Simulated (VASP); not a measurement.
# Si2C: single point with PBE

Si2C:

```
Si C
1.0
    -0.03441   -0.00130    3.03672
     5.52676    0.01400   -0.06071
    -0.01171    4.64138    0.00192
Si C
4 2
Direct
  0.43236 0.26929 0.36865
  0.06766 0.23070 0.86860
  0.99432 0.63429 0.68356
  0.50567 0.86573 0.18356
  0.00394 0.88636 0.94781
  0.49605 0.61364 0.44781
```

* Program: VASP 6.6.1
* Task: single point
* Functional: PBE
* Potentials or basis: VASP PAW PBE potentials, release 64 (Si, C)
* Cutoff: 520 eV
* k mesh: 8 × 6 × 6
* Occupations: gaussian, width 0.1 eV
* Spin: no spin polarisation
* Dipole correction: no
* Further INCAR settings: ALGO = Normal; EDIFF = 1e-06; NBANDS = 21

```yaml
Pressure: 0.0 GPa
Largest_force: 0.011 eV/Å
Band_gap_on_the_k_mesh: zero (bands 12 and 13 overlap by 2.93 eV)
```

Forces in eV/Å, atoms in the order of the input:
```
Si  -0.008 -0.002 -0.003
Si   0.008 -0.002  0.002
Si   0.001 -0.004 -0.001
Si  -0.002 -0.004  0.001
C   -0.008  0.006  0.000
C    0.009  0.006  0.000
```

Stress tensor (GPa, compression positive):
```
 0.01  0.00  0.01
 0.00 -0.06  0.00
 0.01  0.00  0.03
```

Levels at points of the mesh, in eV from the Fermi level:
| k point | band 9 | band 10 | band 11 | band 12 | band 13 | band 14 | band 15 | band 16 |
| --- | --- | --- | --- | --- | --- | --- | --- | --- |
| (0.00, 0.00, 0.00) | -3.66 | -3.44 | -1.92 | 1.94 | 2.04 | 3.77 | 3.82 | 4.64 |
| (0.50, 0.00, 0.00) | -3.78 | -3.74 | -1.19 | -1.04 | -0.99 | 0.88 | 1.32 | 1.74 |
| (0.00, 0.50, 0.00) | -3.09 | -2.08 | -1.21 | -0.83 | 1.36 | 2.83 | 3.61 | 4.09 |
| (0.50, 0.50, 0.00) | -3.75 | -3.56 | -2.09 | -1.71 | -0.97 | 0.77 | 1.80 | 1.94 |
| (0.00, 0.00, 0.50) | -2.57 | -2.57 | 0.44 | 0.44 | 3.65 | 3.65 | 4.42 | 4.42 |
| (0.50, 0.00, 0.50) | -4.32 | -4.32 | -3.66 | -3.66 | 2.60 | 2.60 | 4.08 | 4.08 |
| (0.00, 0.50, 0.50) | -2.70 | -2.70 | -0.50 | -0.50 | 2.91 | 2.91 | 4.38 | 4.38 |
| (0.50, 0.50, 0.50) | -2.50 | -2.50 | -2.01 | -2.01 | 0.95 | 0.95 | 3.70 | 3.70 |

Wall time 110 s on 1 thread of AMD EPYC 9R45 96-Core Processor (Zen 5), on a shared host, peak memory 0.28 GiB.
